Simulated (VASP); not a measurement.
A run of VASP 6.6.1:

File INCAR:

```
PREC = Accurate
ENCUT = 600
EDIFF = 1E-6
ISMEAR = -1
SIGMA = 0.1
LREAL = F
LASPH = T
NELM = 100
ALGO = Normal
ISIF = 3
LWAVE = F
LCHARG = F
GGA = PS
IBRION = 2
NSW = 100
EDIFFG = -0.002
```

KPOINTS

```
Automatic mesh
0
Gamma
  12 12 12
```

POSCAR

```
Pb
1.0
    0.0000000000      2.4750200000      2.4750200000
    2.4750200000      0.0000000000      2.4750200000
    2.4750200000      2.4750200000      0.0000000000
Pb
1
Direct
    0.0000000000      0.0000000000      0.0000000000
```

Potentials or basis: VASP PAW PBE potentials, release 64 (Pb_d).

Run with:

```bash
$ cat potpaw_PBE.64/Pb_d/POTCAR > POTCAR
$ mpirun -np 1 vasp_std > vasp.out
```

Hardware: 1 thread of AMD EPYC 7R43 64-Core Processor (Zen 3), with other jobs on the host.

Estimate the wall time of this run.

Wall time 61 s on 1 thread of AMD EPYC 7R43 64-Core Processor (Zen 3) (shared host), peak memory 0.14 GiB. Counts: scf iterations 24, k points 72, ion steps 4.
